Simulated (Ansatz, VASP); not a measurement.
## Ga4P: VASP beside Ansatz

```
CELL_PARAMETERS angstrom
4.71489 0.00000 0.00000
0.00000 4.71489 0.00000
0.00000 0.00000 4.71489
ATOMIC_POSITIONS crystal
Ga 0.29713 0.29713 0.29713
Ga 0.70287 0.70287 0.29713
Ga 0.29713 0.70287 0.70287
Ga 0.70287 0.29713 0.70287
P 0.00000 0.00000 0.00000
```

Change from the starting cell: species swapped into the SnI4 type (P-43m, No. 215).

Alike in both runs: functional PBE; k mesh 8 × 8 × 8; occupations gaussian, width 0.1 eV; no spin polarisation.

Ansatz relaxed the structure, and its values are those at the end. VASP's run is a single point on that final structure, the one shown.

|  | VASP | Ansatz |
| --- | --- | --- |
| version | VASP 6.6.1 | Ansatz 0.2.0 |
| potentials or method | VASP PAW PBE potentials, release 64 (Ga_d, P), cutoff 520 eV | scalar-relativistic, plane waves, PAW |
| valence electrons in the cell | 57 | 57 |

VASP gave:

```
gap on the k mesh at the Fermi level (eV) : none
pressure (GPa)                            : 0.0
rms of the force components (eV/Å)        : 0.004
```

Task: Which values does Ansatz return?

Result: gap on the k mesh at the Fermi level (eV): none; pressure (GPa): 0.0; rms of the force components (eV/Å): 0.000.

A gap of «none» marks a metal or a gap that the smearing closes.
